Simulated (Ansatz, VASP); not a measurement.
**W6Cl: VASP beside Ansatz**

```
W Cl
1.0
     5.53321    0.00000    0.00000
    -1.84440    5.21676    0.00000
     0.00000    0.00000   24.51595
W Cl
12 2
Direct
  0.25000 0.25000 0.32632
  0.25000 0.75000 0.32632
  0.75000 0.25000 0.32632
  0.75000 0.75000 0.32632
  0.50000 0.50000 0.41846
  0.50000 0.00000 0.41846
  0.00000 0.50000 0.41846
  0.00000 0.00000 0.41846
  0.75000 0.75000 0.51060
  0.75000 0.25000 0.51060
  0.25000 0.75000 0.51060
  0.25000 0.25000 0.51060
  0.91667 0.58333 0.61665
  0.91667 0.58333 0.69816
```

Alike in both runs: task single point; functional PBE; k mesh 5 × 5 × 1; occupations fermi-dirac, width 0.05 eV; no spin polarisation.

```csv
,VASP,Ansatz
version,VASP 6.6.1,Ansatz 0.2.0
potentials or method,"VASP PAW PBE potentials, release 64 (W_sv, Cl)",Ansatz PAW
plane-wave cutoff (eV),400,420
valence electrons in the cell,182,182
```

VASP gave:

```
gap on the k mesh at the Fermi level (eV)  : none
rms of the force components (eV/Å)         : 0.706
work function, face that differs most (eV) : 5.76
```

Which values does Ansatz return?

gap on the k mesh at the Fermi level (eV): none; rms of the force components (eV/Å): 0.747; work function, face that differs most (eV): 5.78.

Atom by atom the forces differ by 0.042 eV/Å (rms over components). A gap of «none» marks a metal or a gap that the smearing closes. The functional is the same, so the differences come from potentials, cutoffs and numerics.

Neither program's run includes spin-orbit coupling.
